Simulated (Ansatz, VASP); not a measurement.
## Zr in VASP and in Ansatz

```
Zr
1.0
     4.87425    0.00000    0.00000
    -2.43713    4.22123    0.00000
     0.00000    0.00000    3.01444
Zr
3
Direct
  0.00000 0.00000 0.00000
  0.33333 0.66667 0.50000
  0.66667 0.33333 0.50000
```

Alike in both runs: task single point; functional PBE; k mesh 6 × 6 × 6; occupations gaussian, width 0.1 eV; no spin polarisation.

|  | VASP | Ansatz |
| --- | --- | --- |
| version | VASP 6.6.1 | Ansatz 0.2.0 |
| potentials or method | VASP PAW PBE potentials, release 64 (Zr_sv), cutoff 520 eV | scalar-relativistic, plane waves, PAW |
| valence electrons in the cell | 36 | 36 |

```csv
,VASP,Ansatz,Ansatz less VASP
gap on the k mesh at the Fermi level (eV),none,none,-
pressure (GPa),12.9,12.9,-0.05
"traceless stress, the component that is largest in VASP (GPa)",1.60,1.62,+0.016
```

A gap of «none» marks a metal or a gap that the smearing closes. The functional is the same, so the differences come from potentials, cutoffs and numerics.
